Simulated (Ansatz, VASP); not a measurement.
**KI in VASP and in Ansatz**

Contents of POSCAR:

```
KI
1.0
    0.0000000000      3.5442842980      3.5442842980
    3.5442842980      0.0000000000      3.5442842980
    3.5442842980      3.5442842980      0.0000000000
K I
1 1
Direct
    0.0000000000      0.0000000000      0.0000000000
    0.5000000000      0.5000000000      0.5000000000
```

File INCAR.step1:

```
SYSTEM = KI
ALGO = Normal
EDIFF = 1E-5
ENCUT = 520
GGA = PE
ISIF = 2
ISMEAR = 1
LASPH = .TRUE.
LCHARG = .FALSE.
LREAL = .FALSE.
LWAVE = .TRUE.
NBANDS = 15
NELM = 60
PREC = Accurate
SIGMA = 0.2
```

File INCAR.step2:

```
SYSTEM = KI
ALGO = Normal
EDIFF = 1E-6
ENCUT = 520
GGA = PE
HFSCREEN = 0.2079
ISIF = 2
ISMEAR = 1
ISTART = 1
LASPH = .TRUE.
LCHARG = .FALSE.
LHFCALC = .TRUE.
LREAL = .FALSE.
LWAVE = .FALSE.
NBANDS = 15
NELM = 60
PREC = Accurate
PRECFOCK = Normal
SIGMA = 0.2
```

Contents of KPOINTS:

```
k-points
0
G
  4 4 4
  0 0 0
```

Input for Ansatz:

```yaml
crystal:
  lattice:
    - [0.0, 3.544284298, 3.544284298]
    - [3.544284298, 0.0, 3.544284298]
    - [3.544284298, 3.544284298, 0.0]
  atoms:
    - { symbol: K, position: [0.0, 0.0, 0.0] }
    - { symbol: I, position: [0.5, 0.5, 0.5] }
kpoints:
  mp_grid: { grid: [4, 4, 4] }
hamiltonian:
  xc: hse06
scf:
  occupations: { method: cold, width: 0.2 }
  n_extra_bands: 4
output:
  forces: true
  stress: true
  eigenvalues: true
```

Alike in both runs: task single point; functional HSE06; k mesh 4 × 4 × 4; no spin polarisation.

|  | VASP | Ansatz |
| --- | --- | --- |
| version | VASP 6.6.1 | Ansatz 0.2.0 |
| potentials or method | VASP PAW PBE potentials, release 64 (K_sv, I) | plane waves |
| plane-wave cutoff (eV) | 520 | 420 |
| occupations | methfessel-paxton of order 1, width 0.2 eV | cold, width 0.2 eV |
| valence electrons in the cell | 16 | 26 |

|  | VASP | Ansatz | Ansatz less VASP |
| --- | --- | --- | --- |
| gap on the k mesh at the Fermi level (eV) | 4.92 | 4.94 | +0.019 |
| pressure (GPa) | 0.2 | 0.3 | +0.04 |

VASP's potentials hold 16 valence electrons a cell and Ansatz's 26, so a difference there can come from the potentials and not from the codes. Ansatz's warnings: stress exchange threshold loose, stress scf threshold loose.

Neither program's run includes spin-orbit coupling.
